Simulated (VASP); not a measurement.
The system is TiTe2.

```
Te Ti
1.0
     3.77700    0.00000    0.00000
    -1.88850    3.27098    0.00000
     0.00000    0.00000    6.49800
Te Ti
2 1
Direct
  0.33333 0.66667 0.73720
  0.66667 0.33333 0.26280
  0.00000 0.00000 0.00000
```

```yaml
Program: VASP 6.6.1
Task: relaxation of cell and atoms
Functional: BLYP
Potentials_or_basis: VASP PAW PBE potentials, release 64 (Te, Ti_sv)
Cutoff: 600 eV
k_mesh: 8 × 8 × 4
Occupations: fermi-dirac, width 0.05 eV
Spin: no spin polarisation
```

At the start: pressure 5.4 GPa; volume 26.76 Å³/atom.

How do energy, volume and symmetry change on relaxing?

Over 53 steps the energy falls by 80.9 meV/atom and the volume is 38.98 Å³/atom (+45.7 %); space group P-3m1 (No. 164, to 0.1 Å) before and after.

The path:
```tsv
step	energy change (eV)	largest force (eV/Å)	pressure (GPa)	volume (Å³)
1	0.0000	0.0784	5.39	80.28
3	-0.1103	0.5635	0.04	87.29
5	-0.1585	0.1083	0.12	90.59
7	-0.1994	0.0559	0.15	94.22
9	-0.2108	0.3977	-1.52	106.23
11	-0.2304	0.0834	-0.20	103.11
13	-0.2294	0.1372	0.66	102.89
15	-0.2330	0.0039	0.14	103.69
17	-0.2341	0.0912	-0.16	105.17
19	-0.2349	0.0688	-0.11	105.45
21	-0.2365	0.0550	0.28	106.69
23	-0.2373	0.0062	0.11	107.06
25	-0.2381	0.0334	0.08	108.04
27	-0.2385	0.0495	-0.02	108.67
29	-0.2393	0.0048	-0.09	110.71
31	-0.2397	0.0175	0.06	110.16
33	-0.2399	0.0213	0.10	110.36
35	-0.2410	0.0080	0.11	111.98
37	-0.2414	0.0513	-0.08	113.47
39	-0.2419	0.0271	-0.06	114.11
41	-0.2421	0.0005	-0.04	114.92
43	-0.2422	0.0193	0.07	115.00
45	-0.2425	0.0026	0.04	115.58
47	-0.2425	0.0118	0.03	115.83
49	-0.2426	0.0185	0.00	116.12
51	-0.2427	0.0276	-0.06	116.60
53	-0.2428	0.0080	-0.01	116.94
```

Final structure:
```
CELL_PARAMETERS angstrom
3.91442 0.00000 0.00000
-1.95721 3.38999 0.00000
0.00000 0.00000 8.81262
ATOMIC_POSITIONS crystal
Te 0.33333 0.66667 0.80620
Te 0.66667 0.33333 0.19380
Ti 0.00000 0.00000 0.00000
```

Caveat: the volume moved by over 15 % at a fixed basis, so the end points are rough; the PAW data sets were made with another functional, which shifts forces and pressure a little; this functional lacks dispersion, which binds layers or chains, so the pressure and a relaxed spacing across them are unreliable.
